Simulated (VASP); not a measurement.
# Mo (Im-3m) in VASP: notebook

The runs below take Mo through single point, with PBE.

Program: VASP 6.6.1. These are calculated values, not measurements. Logs are shortened: lines on timing, memory, paths and dates and some standing lists are left out, and cuts for length are marked.

## Step 1: The cell of the first run

The structure is cubic, space group Im-3m (No. 229). The conventional cell has a = 3.061 Å, b = 3.061 Å, c = 3.061 Å, α = 90.00°, β = 90.00°, γ = 90.00°. Mo (site symmetry m-3m) has 14 Mo at 2.65 to 3.06 Å within 3.5 Å.

## Step 2: Single point, PBE

Input file INCAR:

```
SYSTEM = Mo
PREC = Accurate ; ENCUT = 520
EDIFF = 1E-6 ; ISMEAR = -1
SIGMA = 0.05 ; LREAL = .FALSE.
LASPH = .TRUE. ; NELM = 100
ALGO = Normal ; ISIF = 2
LWAVE = .FALSE. ; LCHARG = .TRUE.
GGA = PE ; LELF = .TRUE.
LVHAR = .TRUE. ; NBANDS = 13
```

Input file KPOINTS:

```
Automatic mesh
0
G
  13 13 13
  0 0 0
```

Input file POSCAR:

```
Mo
1.0
   -1.5302858480      1.5302858480      1.5302858480
    1.5302858480     -1.5302858480      1.5302858480
    1.5302858480      1.5302858480     -1.5302858480
Mo
1
Direct
    0.0000000000      0.0000000000      0.0000000000
```

Potentials or basis: VASP PAW PBE potentials, release 64 (Mo_sv).

The run is started by

```
cat potpaw_PBE.64/Mo_sv/POTCAR > POTCAR
mpirun -np 1 vasp_std > vasp.out
```

OUTCAR:

```text
SYSTEM = Mo
   PREC = Accurate
   ENCUT = 520
   EDIFF = 1E-6
   ISMEAR = -1
   LREAL = .FALSE.
   LASPH = .TRUE.
   NELM = 100
   ISIF = 2
   GGA = PE

 ion  position               nearest neighbor table
   1  0.000  0.000  0.000-

  LATTYP: Found a body centered cubic cell.
 ALAT       =     3.0605716960

  Lattice vectors:

 A1 = (  -1.5302858480,   1.5302858480,   1.5302858480)
 A2 = (   1.5302858480,  -1.5302858480,   1.5302858480)
 A3 = (   1.5302858480,   1.5302858480,  -1.5302858480)

Analysis of symmetry for initial positions (statically):
=====================================================================
 Subroutine PRICEL returns:
 Original cell was already a primitive cell.

 Routine SETGRP: Setting up the symmetry group for a
 body centered cubic supercell.

 Subroutine GETGRP returns: Found 48 space group operations
 (whereof 48 operations were pure point group operations)
 out of a pool of 48 trial point group operations.

The static configuration has the point symmetry O_h .

Analysis of symmetry for dynamics (positions and initial velocities):
=====================================================================
 Subroutine PRICEL returns:
 Original cell was already a primitive cell.

 Routine SETGRP: Setting up the symmetry group for a
 body centered cubic supercell.

 Subroutine GETGRP returns: Found 48 space group operations
 (whereof 48 operations were pure point group operations)
 out of a pool of 48 trial point group operations.

The dynamic configuration has the point symmetry O_h .

 Subroutine INISYM returns: Found 48 space group operations
 (whereof 48 operations are pure point group operations),
 and found     1 'primitive' translations

----------------------------------------------------------------------------------------

                                     Primitive cell

  volume of cell :      14.3343

  direct lattice vectors                    reciprocal lattice vectors
    -1.530285848  1.530285848  1.530285848     0.000000000  0.326736342  0.326736342
     1.530285848 -1.530285848  1.530285848     0.326736342  0.000000000  0.326736342
     1.530285848  1.530285848 -1.530285848     0.326736342  0.326736342  0.000000000

  length of vectors
     2.650532839  2.650532839  2.650532839     0.462074966  0.462074966  0.462074966

  position of ions in fractional coordinates (direct lattice)
[... 72 lines left out ...]
   LNONCOLLINEAR =      F non collinear calculations
   LSORBIT =      F    spin-orbit coupling
   LASPH  =      T    aspherical Exc in radial PAW
   ENCUT  =  520.0 eV  38.22 Ry    6.18 a.u.   4.93  4.93  4.93*2*pi/ulx,y,z
   NELM   =    100;   NELMIN=  2; NELMDL= -5     # of ELM steps
   EDIFF  = 0.1E-05   stopping-criterion for ELM
   LREAL  =      F    real-space projection
   EDIFFG = 0.1E-04   stopping-criterion for IOM
   NSW    =      0    number of steps for IOM
   IBRION =     -1    ionic relax: 0-MD 1-quasi-New 2-CG
   NFREE  =      0    steps in history (QN), initial steepest desc. (CG)
   ISIF   =      2    stress and relaxation
   ISYM   =      2    0-nonsym 1-usesym 2-fastsym
   POTIM  = 0.5000    time-step for ionic-motion
   TEBEG  =    0.0;   TEEND  =   0.0 temperature during run
   PSTRESS=    0.0 pullay stress
   NELECT =      14.0000    total number of electrons
   NUPDOWN=      -1.0000    fix difference up-down
   EMIN   =  10.00;   EMAX   =-10.00  energy-range for DOS
   EFERMI =   0.00;   METHOD = LEGACY
   ISMEAR =    -1;   SIGMA  =   0.05  broadening in eV -4-tet -1-fermi 0-gaus
   EFERMI_NEDOS =   21; number of points for ismear=-14 and -15
   IALGO  =     38    algorithm
   IMIX   =      4    mixing-type and parameters
     AMIX     =   0.40;   BMIX     =  1.00
     AMIX_MAG =   1.60;   BMIX_MAG =  1.00
  volume/ion in A,a.u.               =      14.33        96.73
  Fermi-wavevector in a.u.,A,eV,Ry     =   1.624270  3.069426 35.895622  2.638254
  Thomas-Fermi vector in A             =   2.717584
   LORBIT       =      0    0 simple, 1 ext, 2 COOP (PROOUT), +10 PAW based schemes
   GGA     = PE    functional components
[... 5 lines left out ...]
 non-spin polarized calculation
  energy-cutoff  :      520.00
  volume of cell :       14.33
 maximum number of plane-waves:       398
   NGX =  9   NGY =  9   NGZ =  9

 number of electron      14.0000000 magnetization

 Free energy of the ion-electron system (eV)
  ---------------------------------------------------
  ext. energy  EPLUGINS =         0.00000000
  ---------------------------------------------------
  free energy    TOTEN  =       -10.80909564 eV

  energy without entropy =      -10.80281222  energy(sigma->0) =      -10.80595393

 E-fermi :  14.1797     XC(G=0): -13.8860

 val. band max:       14.1638286891   @ k =  -0.2308   0.3077   0.0769
 cond. band min:      14.2081233147   @ k =  -0.3846   0.3846   0.2308
 fundamental gap:      0.0442946255
 Fermi energy:        14.1797258417

 k-point     1 :       0.0000    0.0000    0.0000
  band No.  band energies     occupation
      1     -47.2717      2.00000
      2     -20.3068      2.00000
      3     -20.3068      2.00000
      4     -20.3068      2.00000
      5       6.5435      2.00000
      6      12.4955      2.00000
      7      12.4955      2.00000
      8      12.4955      2.00000
      9      15.8572      0.00000
     10      15.8572      0.00000
     11      28.9853      0.00000
     12      28.9853      0.00000
     13      28.9853      0.00000
[... 354 lines left out ...]
  band No.  band energies     occupation
      1     -47.0024      2.00000
      2     -21.6177      2.00000
      3     -20.7067      2.00000
      4     -20.4146      2.00000
      5       9.2668      2.00000
      6      10.7277      2.00000
      7      12.0495      2.00000
      8      15.6435      0.00000
      9      16.2307      0.00000
     10      17.8286      0.00000
     11      28.9038      0.00000
     12      30.0170      0.00000
     13      33.7648      0.00000

 [... further k-points ...]
[... 5 lines left out ...]
  --------------------------------------------------------------------------------------
  -------------------------------------------------------------------------------------
  Total        2.7882279      2.7882279      2.7882279      0.0000000      0.0000000      0.0000000
  in kB      311.6457238    311.6457238    311.6457238      0.0000000      0.0000000      0.0000000
  external PRESSURE =     311.6457238 kB  Pullay stress =       0.0000000 kB

 VOLUME and BASIS-vectors are now :
 -----------------------------------------------------------------------------
  energy-cutoff  :      520.00
  volume of cell :       14.33
      direct lattice vectors                 reciprocal lattice vectors
    -1.530285848  1.530285848  1.530285848     0.000000000  0.326736342  0.326736342
     1.530285848 -1.530285848  1.530285848     0.326736342  0.000000000  0.326736342
     1.530285848  1.530285848 -1.530285848     0.326736342  0.326736342  0.000000000

 POSITION                                       TOTAL-FORCE (eV/Angst)
 -----------------------------------------------------------------------------------
      0.00000      0.00000      0.00000         0.000000      0.000000     -0.000000
 -----------------------------------------------------------------------------------
    total drift:                               -0.000000     -0.000000      0.000000

  FREE ENERGIE OF THE ION-ELECTRON SYSTEM (eV)
  ---------------------------------------------------
  free  energy   TOTEN  =       -10.8090956359 eV

  energy  without entropy=      -10.8028122160  energy(sigma->0) =      -10.80595393
```

OSZICAR:

```text
N       E                     dE             d eps       ncg     rms          rms(c)
DAV:   1     0.900537215758E+02    0.90054E+02   -0.79256E+03  2229   0.110E+03
DAV:   2    -0.102974587174E+02   -0.10035E+03   -0.96632E+02  2519   0.310E+02
DAV:   3    -0.113843101157E+02   -0.10869E+01   -0.10824E+01  2459   0.321E+01
DAV:   4    -0.113866839666E+02   -0.23739E-02   -0.23738E-02  2469   0.181E+00
DAV:   5    -0.113866982153E+02   -0.14249E-04   -0.14248E-04  2459   0.125E-01    0.180E+01
DAV:   6    -0.108901162987E+02    0.49658E+00   -0.58247E-01  2254   0.963E+00    0.579E+00
DAV:   7    -0.108127337806E+02    0.77383E-01   -0.13830E-01  2394   0.451E+00    0.771E-01
DAV:   8    -0.108090431362E+02    0.36906E-02   -0.36587E-03  2279   0.772E-01    0.201E-01
DAV:   9    -0.108090896270E+02   -0.46491E-04   -0.57791E-05  2567   0.917E-02    0.100E-01
DAV:  10    -0.108090951669E+02   -0.55399E-05   -0.96460E-06  2294   0.378E-02    0.762E-03
DAV:  11    -0.108090956359E+02   -0.46899E-06   -0.59172E-08  1222   0.295E-03
   1 F= -.10809096E+02 E0= -.10805954E+02  d E =-.628342E-02
```

Run time: 12 s. Hardware: 1 thread of AMD EPYC 7R43 (Zen 3), shared host; peak memory 0.1 GiB.

What came out:

| Quantity | Value |
| --- | --- |
| Free energy | -10.8091 eV |
| Pressure | 31.2 GPa |
| Band gap on the k mesh | zero (band 7 reaches 18.10 eV, above the bottom of band 8 at 12.50 eV) |

## Step 3: Single point, PBE

This run uses another cell than the first one, of 14.96 Å³/atom, 1.043 times its volume.

Input file INCAR:

```
SYSTEM = Mo
PREC = Accurate ; ENCUT = 520
EDIFF = 1E-6 ; ISMEAR = -1
SIGMA = 0.05 ; LREAL = .False.
LASPH = .True. ; NELM = 60
ALGO = Normal ; ISIF = 2
LWAVE = .False. ; LCHARG = .False.
GGA = PE ; NBANDS = 13
```

Input file KPOINTS:

```
regular mesh
0
Gamma
  13 13 13
  0 0 0
```

Input file POSCAR:

```
Mo
1.0
   -1.5521500284      1.5521500284      1.5521500284
    1.5521500284     -1.5521500284      1.5521500284
    1.5521500284      1.5521500284     -1.5521500284
Mo
1
Direct
    0.0000000000      0.0000000000      0.0000000000
```

Potentials or basis: VASP PAW PBE potentials, release 64 (Mo_sv).

The run is started by

```
cat potpaw_PBE.64/Mo_sv/POTCAR > POTCAR
mpirun -np 1 vasp_std > vasp.out
```

OUTCAR:

```text
SYSTEM = Mo
   PREC = Accurate
   ENCUT = 520
   EDIFF = 1E-6
   ISMEAR = -1
   LREAL = .False.
   LASPH = .True.
   NELM = 60
   ISIF = 2
   GGA = PE

 ion  position               nearest neighbor table
   1  0.000  0.000  0.000-

  LATTYP: Found a body centered cubic cell.
 ALAT       =     3.1043000568

  Lattice vectors:

 A1 = (  -1.5521500284,   1.5521500284,   1.5521500284)
 A2 = (   1.5521500284,  -1.5521500284,   1.5521500284)
 A3 = (   1.5521500284,   1.5521500284,  -1.5521500284)

Analysis of symmetry for initial positions (statically):
[... 552 lines left out ...]
      6      10.1946      2.00000
      7      11.3586      2.00000
      8      14.8490      0.00000
      9      15.4037      0.00000
     10      16.8818      0.00000
     11      27.9442      0.00000
     12      28.7394      0.00000
     13      32.7683      0.00000

 [... further k-points ...]
[... 5 lines left out ...]
  --------------------------------------------------------------------------------------
  -------------------------------------------------------------------------------------
  Total        1.4927571      1.4927571      1.4927571      0.0000000      0.0000000     -0.0000000
  in kB      159.8963900    159.8963900    159.8963900      0.0000000      0.0000000     -0.0000000
  external PRESSURE =     159.8963900 kB  Pullay stress =       0.0000000 kB

 VOLUME and BASIS-vectors are now :
 -----------------------------------------------------------------------------
  energy-cutoff  :      520.00
  volume of cell :       14.96
      direct lattice vectors                 reciprocal lattice vectors
    -1.552150028  1.552150028  1.552150028     0.000000000  0.322133808  0.322133808
     1.552150028 -1.552150028  1.552150028     0.322133808  0.000000000  0.322133808
     1.552150028  1.552150028 -1.552150028     0.322133808  0.322133808  0.000000000

 POSITION                                       TOTAL-FORCE (eV/Angst)
 -----------------------------------------------------------------------------------
      0.00000      0.00000      0.00000        -0.000000      0.000000      0.000000
 -----------------------------------------------------------------------------------
    total drift:                               -0.000000     -0.000000      0.000000

  FREE ENERGIE OF THE ION-ELECTRON SYSTEM (eV)
  ---------------------------------------------------
  free  energy   TOTEN  =       -10.9000414588 eV

  energy  without entropy=      -10.8935100585  energy(sigma->0) =      -10.89677576
```

stdout:

```text
POSCAR found type information on POSCAR Mo
 POSCAR found :  1 types and       1 ions
 scaLAPACK will be used
 LDA part: xc-table for (Slater+PW92), standard interpolation
 POSCAR, INCAR and KPOINTS ok, starting setup
 FFT: planning ... GRIDC
 FFT: planning ... GRID_SOFT
 FFT: planning ... GRID
 WAVECAR not read
 entering main loop
```

Run time: 11 s. Hardware: 1 thread of AMD EPYC 7R43 (Zen 3), shared host; peak memory 0.1 GiB.

Results:

```yaml
Free_energy: -10.9000 eV
Pressure: 16.0 GPa
Band_gap_on_the_k_mesh: zero (band 7 reaches 17.15 eV, above the bottom of band 8 at 11.87 eV)
```

## Step 4: Single point, PBE

This run uses another cell than the first one, of 15.58 Å³/atom, 1.087 times its volume.

Input file INCAR:

```
SYSTEM = Mo
PREC = Accurate
ENCUT = 520
EDIFF = 1E-6
ISMEAR = -1
SIGMA = 0.05
LREAL = .FALSE.
LASPH = .TRUE.
NELM = 60
ALGO = Normal
ISIF = 2
LWAVE = .FALSE.
LCHARG = .FALSE.
GGA = PE
NBANDS = 13
```

Input file KPOINTS:

```
Automatic mesh
0
G
  13 13 13
  0 0 0
```

Input file POSCAR:

```
Mo
1.0
   -1.5734150000      1.5734150000      1.5734150000
    1.5734150000     -1.5734150000      1.5734150000
    1.5734150000      1.5734150000     -1.5734150000
Mo
1
Direct
    0.0000000000      0.0000000000      0.0000000000
```

The run is started by

```
cat potpaw_PBE.64/Mo_sv/POTCAR > POTCAR
mpirun -np 1 vasp_std > vasp.out
```

It took 11 s on 1 thread of AMD EPYC 7R43 (Zen 3), shared host; peak memory 0.09 GiB.

Results (log left out):

| Quantity | Value |
| --- | --- |
| Free energy | -10.9379 eV |
| Pressure | 3.8 GPa |
| Band gap on the k mesh | zero (band 7 reaches 16.27 eV, above the bottom of band 8 at 11.28 eV) |

Levels at points of the mesh, in eV from the Fermi level:
| k point | band 4 | band 5 | band 6 | band 7 | band 8 | band 9 | band 10 | band 11 |
| --- | --- | --- | --- | --- | --- | --- | --- | --- |
| (0.00, 0.00, 0.00) | -34.67 | -7.38 | -1.50 | -1.50 | -1.50 | 1.54 | 1.54 | 14.70 |

## Step 5: Single point, PBE

This run uses another cell than the first one, of 16.20 Å³/atom, 1.130 times its volume.

Input file INCAR:

```
SYSTEM = Mo
PREC = Accurate
ENCUT = 520
EDIFF = 1E-6
ISMEAR = -1
SIGMA = 0.05
LREAL = .False.
LASPH = .True.
NELM = 60
ALGO = Normal
ISIF = 2
LWAVE = .False.
LCHARG = .False.
GGA = PE
NBANDS = 13
```

Input file KPOINTS:

```
regular mesh
0
Gamma
  13 13 13
  0 0 0
```

Input file POSCAR:

```
Mo
1.0
   -1.5941202034      1.5941202034      1.5941202034
    1.5941202034     -1.5941202034      1.5941202034
    1.5941202034      1.5941202034     -1.5941202034
Mo
1
Direct
    0.0000000000      0.0000000000      0.0000000000
```

The run is started by

```
cat potpaw_PBE.64/Mo_sv/POTCAR > POTCAR
mpirun -np 1 vasp_std > vasp.out
```

It took 17 s on 1 thread of AMD EPYC 7R43 (Zen 3), shared host; peak memory 0.11 GiB.

It converged, with:

| Item | Value |
| --- | --- |
| Free energy | -10.9331 eV |
| Pressure | -6.0 GPa |
| Band gap on the k mesh | zero (band 7 reaches 15.44 eV, above the bottom of band 8 at 10.72 eV) |

Levels at points of the mesh, in eV from the Fermi level:
| k point | band 3 | band 4 | band 5 | band 6 | band 7 | band 8 | band 9 | band 10 | band 11 | band 12 |
| --- | --- | --- | --- | --- | --- | --- | --- | --- | --- | --- |
| (0.00, 0.00, 0.00) | -34.74 | -34.74 | -7.23 | -1.42 | -1.42 | -1.42 | 1.48 | 1.48 | 14.66 | 14.66 |

(Continued in part 2 of 2.)
